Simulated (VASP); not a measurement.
# LiF (Griceite) in VASP: further runs, part 2 of 2

VASP 6.6.1.

**4. Single point, PBE (strain -3.8%)**

Input file INCAR:

```
ALGO = Normal ; EDIFF = 1E-6
ENCUT = 520 ; GGA = PE
ISIF = 2 ; ISMEAR = 0
LASPH = True ; LCHARG = False
LREAL = False ; LWAVE = False
NBANDS = 12 ; NELM = 60
PREC = Accurate ; SIGMA = 0.01
```

Input file KPOINTS:

```
k-points
0
Gamma
  6 6 6
```

Input file POSCAR:

```
LiF
1.0
    0.0000000000      1.9196626132      1.9196626132
    1.9196626132      0.0000000000      1.9196626132
    1.9196626132      1.9196626132      0.0000000000
Li F
1 1
Direct
    0.0000000000      0.0000000000      0.0000000000
    0.5000000000      0.5000000000      0.5000000000
```

Potentials or basis: VASP PAW PBE potentials, release 64 (Li_sv, F).

Command:

```bash
> cat potpaw_PBE.64/Li_sv/POTCAR potpaw_PBE.64/F/POTCAR > POTCAR
> mpirun -np 1 vasp_std > vasp.out
```

OUTCAR:

```text
EDIFF = 1E-6
   ENCUT = 520
   GGA = PE
   ISIF = 2
   ISMEAR = 0
   LASPH = True
   LREAL = False
   NELM = 60
   PREC = Accurate

 ion  position               nearest neighbor table
   1  0.000  0.000  0.000-   2 1.92   2 1.92   2 1.92   2 1.92   2 1.92   2 1.92
   2  0.500  0.500  0.500-   1 1.92   1 1.92   1 1.92   1 1.92   1 1.92   1 1.92

  LATTYP: Found a face centered cubic cell.
 ALAT       =     3.8393252264

  Lattice vectors:

 A1 = (   0.0000000000,   1.9196626132,   1.9196626132)
 A2 = (   1.9196626132,   0.0000000000,   1.9196626132)
 A3 = (   1.9196626132,   1.9196626132,   0.0000000000)

Analysis of symmetry for initial positions (statically):
=====================================================================
 Subroutine PRICEL returns:
 Original cell was already a primitive cell.

 Routine SETGRP: Setting up the symmetry group for a
 face centered cubic supercell.

 Subroutine GETGRP returns: Found 48 space group operations
 (whereof 48 operations were pure point group operations)
 out of a pool of 48 trial point group operations.

The static configuration has the point symmetry O_h .

Analysis of symmetry for dynamics (positions and initial velocities):
=====================================================================
 Subroutine PRICEL returns:
 Original cell was already a primitive cell.

 Routine SETGRP: Setting up the symmetry group for a
 face centered cubic supercell.

 Subroutine GETGRP returns: Found 48 space group operations
 (whereof 48 operations were pure point group operations)
 out of a pool of 48 trial point group operations.

The dynamic configuration has the point symmetry O_h .

 Subroutine INISYM returns: Found 48 space group operations
 (whereof 48 operations are pure point group operations),
 and found     1 'primitive' translations

----------------------------------------------------------------------------------------

                                     Primitive cell

  volume of cell :      14.1483

  direct lattice vectors                    reciprocal lattice vectors
[... 108 lines left out ...]
   LRPA    =     F    only Hartree local field effects (RPA)
 non-spin polarized calculation
 Gauss-broadening in eV      SIGMA  =   0.01
  energy-cutoff  :      520.00
  volume of cell :       14.15
 maximum number of plane-waves:       392
   NGX =  9   NGY =  9   NGZ =  9

 number of electron      10.0000000 magnetization

 number of electron       9.9999981 magnetization

 Free energy of the ion-electron system (eV)
  ---------------------------------------------------
  ext. energy  EPLUGINS =         0.00000000
  ---------------------------------------------------
  free energy    TOTEN  =        -9.51833548 eV

  energy without entropy =       -9.51833548  energy(sigma->0) =       -9.51833548

 E-fermi :   0.2043     XC(G=0): -10.7038

 val. band max:       -0.0582244299   @ k =   0.0000   0.0000   0.0000
 cond. band min:      10.4366551794   @ k =   0.0000   0.0000   0.0000
 fundamental gap:     10.4948796093
 Fermi energy:         0.2042615033

 k-point     1 :       0.0000    0.0000    0.0000
  band No.  band energies     occupation
      1     -40.7219      2.00000
      2     -20.4606      2.00000
      3      -0.0582      2.00000
      4      -0.0582      2.00000
      5      -0.0582      2.00000
      6      10.4367      0.00000
      7      25.7093      0.00000
      8      25.7093      0.00000
      9      25.7093      0.00000
     10      25.8666      0.00000
     11      25.8666      0.00000
     12      25.8666      0.00000
[... 211 lines left out ...]
 k-point    16 :      -0.3333    0.5000    0.1667
  band No.  band energies     occupation
      1     -40.5865      2.00000
      2     -19.5636      2.00000
      3      -3.2032      2.00000
      4      -1.9893      2.00000
      5      -1.0758      2.00000
      6      16.1510      0.00000
      7      16.4130      0.00000
      8      18.9304      0.00000
      9      21.3422      0.00000
     10      25.6666      0.00000
     11      33.9096      0.00000
     12      37.1985      0.00000

------------------------ aborting loop because EDIFF is reached ----------------------------------------

  FORCE on cell =-STRESS in cart. coord.  units (eV):
  Direction    XX          YY          ZZ          XY          YZ          ZX
  --------------------------------------------------------------------------------------
  -------------------------------------------------------------------------------------
  Total        1.4423012      1.4423012      1.4423012      0.0000000      0.0000000     -0.0000000
  in kB      163.3284449    163.3284449    163.3284449      0.0000000      0.0000000     -0.0000000
  external PRESSURE =     163.3284449 kB  Pullay stress =       0.0000000 kB

 VOLUME and BASIS-vectors are now :
 -----------------------------------------------------------------------------
  energy-cutoff  :      520.00
  volume of cell :       14.15
      direct lattice vectors                 reciprocal lattice vectors
     0.000000000  1.919662613  1.919662613    -0.260462436  0.260462436  0.260462436
     1.919662613  0.000000000  1.919662613     0.260462436 -0.260462436  0.260462436
     1.919662613  1.919662613  0.000000000     0.260462436  0.260462436 -0.260462436

 POSITION                                       TOTAL-FORCE (eV/Angst)
 -----------------------------------------------------------------------------------
      0.00000      0.00000      0.00000        -0.000000      0.000000      0.000000
      1.91966      1.91966      1.91966         0.000000     -0.000000     -0.000000
 -----------------------------------------------------------------------------------
    total drift:                                0.000000      0.000000      0.000000

  FREE ENERGIE OF THE ION-ELECTRON SYSTEM (eV)
  ---------------------------------------------------
  free  energy   TOTEN  =        -9.5183354824 eV

  energy  without entropy=       -9.5183354824  energy(sigma->0) =       -9.51833548
```

OSZICAR:

```text
N       E                     dE             d eps       ncg     rms          rms(c)
DAV:   1     0.314707032575E+02    0.31471E+02   -0.54664E+03   392   0.855E+02
DAV:   2    -0.904949753575E+01   -0.40520E+02   -0.39711E+02   480   0.196E+02
DAV:   3    -0.100313873602E+02   -0.98189E+00   -0.98042E+00   492   0.260E+01
DAV:   4    -0.100387662782E+02   -0.73789E-02   -0.73783E-02   440   0.244E+00
DAV:   5    -0.100388479054E+02   -0.81627E-04   -0.81627E-04   504   0.178E-01    0.458E+00
DAV:   6    -0.950622291248E+01    0.53262E+00   -0.23086E+00   424   0.987E+00    0.130E+00
DAV:   7    -0.951193058041E+01   -0.57077E-02   -0.25270E-02   492   0.140E+00    0.839E-01
DAV:   8    -0.951826180827E+01   -0.63312E-02   -0.12949E-02   476   0.120E+00    0.104E-01
DAV:   9    -0.951826170213E+01    0.10614E-06   -0.78842E-04   436   0.265E-01    0.391E-02
DAV:  10    -0.951833858176E+01   -0.76880E-04   -0.94826E-05   428   0.811E-02    0.130E-02
DAV:  11    -0.951833613506E+01    0.24467E-05   -0.44225E-06   488   0.198E-02    0.421E-03
DAV:  12    -0.951833548242E+01    0.65264E-06   -0.52487E-07   412   0.654E-03
   1 F= -.95183355E+01 E0= -.95183355E+01  d E =0.000000E+00
```

stdout:

```text
POSCAR found type information on POSCAR LiF
 POSCAR found :  2 types and       2 ions
 scaLAPACK will be used
 LDA part: xc-table for (Slater+PW92), standard interpolation
 POSCAR, INCAR and KPOINTS ok, starting setup
 FFT: planning ... GRIDC
 FFT: planning ... GRID_SOFT
 FFT: planning ... GRID
 WAVECAR not read
 entering main loop
```

Run time: 4.5 s. Hardware: 1 thread of Intel Xeon Platinum 8488C (Sapphire Rapids), shared host; peak memory 0.11 GiB.

Results:

```yaml
Free_energy: -9.5183 eV
Band_gap_on_the_k_mesh: 10.49 eV, direct
```

Caveat: the k points lie up to 0.47 Å⁻¹ apart; the cell differs from its parent crystal (strain -3.8%); the cutoff is under 1.25 times the usual one of these potentials, so pressure, stress and relaxed cells hold a basis-set (Pulay) error.

**5. Single point, PBE (uniaxial y strain +5.3%)**

Input file INCAR:

```
  ALGO = Normal
  EDIFF = 1E-6
  ENCUT = 520
  GGA = PE
  ISIF = 2
  ISMEAR = 0
  LASPH = T
  LCHARG = T
  LELF = T
  LREAL = F
  LVHAR = T
  LWAVE = F
  NBANDS = 12
  NELM = 60
  PREC = Accurate
  SIGMA = 0.01
```

KPOINTS is that of step 4.

Input file POSCAR:

```
LiF
1.0
    0.0000000000      2.1007967349      1.9948691814
    1.9948691814      0.0000000000      1.9948691814
    1.9948691814      2.1007967349      0.0000000000
Li F
1 1
Direct
    0.0000000000      0.0000000000      0.0000000000
    0.5000000000      0.5000000000      0.5000000000
```

Potentials or basis: VASP PAW PBE potentials, release 64 (Li_sv, F).

Command:

```bash
> cat potpaw_PBE.64/Li_sv/POTCAR potpaw_PBE.64/F/POTCAR > POTCAR
> mpirun -np 1 vasp_std > vasp.out
```

OUTCAR:

```text
EDIFF = 1E-6
   ENCUT = 520
   GGA = PE
   ISIF = 2
   ISMEAR = 0
   LASPH = T
   LREAL = F
   NELM = 60
   PREC = Accurate

 ion  position               nearest neighbor table
   1  0.000  0.000  0.000-   2 1.99   2 1.99   2 1.99   2 1.99   2 2.10   2 2.10
   2  0.500  0.500  0.500-   1 1.99   1 1.99   1 1.99   1 1.99   1 2.10   1 2.10

  LATTYP: Found a body centered tetragonal cell.
 ALAT       =     2.8211710515
 C/A-ratio  =     1.4893083025

  Lattice vectors:

 A1 = (   0.0000000000,  -2.1007967349,   1.9948691814)
 A2 = (   0.0000000000,  -2.1007967349,  -1.9948691814)
 A3 = (   1.9948691814,   2.1007967349,   0.0000000000)

Analysis of symmetry for initial positions (statically):
=====================================================================
 Subroutine PRICEL returns:
 Original cell was already a primitive cell.

 Routine SETGRP: Setting up the symmetry group for a
 body centered tetragonal supercell.

 Subroutine GETGRP returns: Found 16 space group operations
 (whereof 16 operations were pure point group operations)
 out of a pool of 16 trial point group operations.

The static configuration has the point symmetry D_4h.

Analysis of symmetry for dynamics (positions and initial velocities):
=====================================================================
 Subroutine PRICEL returns:
 Original cell was already a primitive cell.

 Routine SETGRP: Setting up the symmetry group for a
 body centered tetragonal supercell.

 Subroutine GETGRP returns: Found 16 space group operations
 (whereof 16 operations were pure point group operations)
 out of a pool of 16 trial point group operations.

The dynamic configuration has the point symmetry D_4h.

 Subroutine INISYM returns: Found 16 space group operations
 (whereof 16 operations are pure point group operations),
 and found     1 'primitive' translations

----------------------------------------------------------------------------------------

                                     Primitive cell

[... 121 lines left out ...]
 non-spin polarized calculation
 Gauss-broadening in eV      SIGMA  =   0.01
  energy-cutoff  :      520.00
  volume of cell :       16.72
 maximum number of plane-waves:       465
 NGX is ok and might be reduce to    24
   NGX = 11   NGY = 11   NGZ = 11

 number of electron      10.0000000 magnetization

 number of electron       9.9999998 magnetization

 Free energy of the ion-electron system (eV)
  ---------------------------------------------------
  ext. energy  EPLUGINS =         0.00000000
  ---------------------------------------------------
  free energy    TOTEN  =        -9.63473791 eV

  energy without entropy =       -9.63473791  energy(sigma->0) =       -9.63473791

 E-fermi :  -0.8249     XC(G=0):  -9.8660

 val. band max:       -1.0969017511   @ k =   0.0000   0.0000   0.0000
 cond. band min:       7.7168124378   @ k =   0.0000   0.0000   0.0000
 fundamental gap:      8.8137141889
 Fermi energy:        -0.8249464492

 k-point     1 :       0.0000    0.0000    0.0000
  band No.  band energies     occupation
      1     -42.1227      2.00000
      2     -21.0719      2.00000
      3      -1.1986      2.00000
      4      -1.1986      2.00000
      5      -1.0969      2.00000
      6       7.7168      0.00000
      7      21.7688      0.00000
      8      22.6793      0.00000
      9      22.9167      0.00000
     10      22.9167      0.00000
     11      23.1192      0.00000
     12      23.1192      0.00000
[... 331 lines left out ...]
 k-point    24 :       0.5000   -0.3333    0.1667
  band No.  band energies     occupation
      1     -42.0537      2.00000
      2     -20.4236      2.00000
      3      -3.6032      2.00000
      4      -2.5935      2.00000
      5      -2.0977      2.00000
      6      13.6162      0.00000
      7      13.8540      0.00000
      8      16.2157      0.00000
      9      18.0632      0.00000
     10      22.3723      0.00000
     11      31.0832      0.00000
     12      31.8968      0.00000

 [... further k-points ...]

------------------------ aborting loop because EDIFF is reached ----------------------------------------

  FORCE on cell =-STRESS in cart. coord.  units (eV):
  Direction    XX          YY          ZZ          XY          YZ          ZX
  --------------------------------------------------------------------------------------
  -------------------------------------------------------------------------------------
  Total        0.1473251     -0.1919154      0.1473251      0.0000000      0.0000000      0.0000000
  in kB       14.1170649    -18.3898215     14.1170649      0.0000000      0.0000000      0.0000000
  external PRESSURE =       3.2814361 kB  Pullay stress =       0.0000000 kB

 VOLUME and BASIS-vectors are now :
 -----------------------------------------------------------------------------
  energy-cutoff  :      520.00
  volume of cell :       16.72
      direct lattice vectors                 reciprocal lattice vectors
     0.000000000  2.100796735  1.994869181    -0.250643002  0.238004940  0.250643002
     1.994869181  0.000000000  1.994869181     0.250643002 -0.238004940  0.250643002
     1.994869181  2.100796735  0.000000000     0.250643002  0.238004940 -0.250643002

 POSITION                                       TOTAL-FORCE (eV/Angst)
 -----------------------------------------------------------------------------------
      0.00000      0.00000      0.00000         0.000000      0.000000     -0.000000
      1.99487      2.10080      1.99487        -0.000000      0.000000      0.000000
 -----------------------------------------------------------------------------------
    total drift:                               -0.000000     -0.000000      0.000000

  FREE ENERGIE OF THE ION-ELECTRON SYSTEM (eV)
  ---------------------------------------------------
  free  energy   TOTEN  =        -9.6347379099 eV

  energy  without entropy=       -9.6347379099  energy(sigma->0) =       -9.63473791
```

Wall time 7.2 s (1 thread of Intel Xeon Platinum 8488C (Sapphire Rapids), shared host); peak memory 0.12 GiB.

Results:

```
Free energy            : -9.6347 eV
Band gap on the k mesh : 8.81 eV, direct
```

Caveat: the k points lie up to 0.45 Å⁻¹ apart; the cell differs from its parent crystal (uniaxial y strain +5.3%); the cutoff is under 1.25 times the usual one of these potentials, so pressure, stress and relaxed cells hold a basis-set (Pulay) error.

**6. The runs side by side**

| cell | gap on the mesh (eV) |
| --- | --- |
| a = 2.821 Å, angles 60.0°, 2 atoms | 9.35 |
| a = 2.794 Å, angles 60.0°, 2 atoms | 9.62 |
| a = 2.715 Å, angles 60.0°, 2 atoms | 10.49 |
| a = 2.897, b = 2.821 Å, angles 60.9, 58.3, 60.9°, 2 atoms | 8.81 |

Alike in all rows: task single point; level PBE; potentials or basis VASP PAW PBE potentials, release 64 (Li_sv, F); no spin polarisation; k mesh 6 × 6 × 6; cutoff (eV) 520; smearing gaussian 0.01 eV.

Caveats: all runs use coarse meshes; the cutoff is under 1.25 times the usual one of these potentials, so pressure, stress and relaxed cells hold a basis-set (Pulay) error.

Total energies depend on the potentials used, so only differences within one code and one set of settings carry meaning.
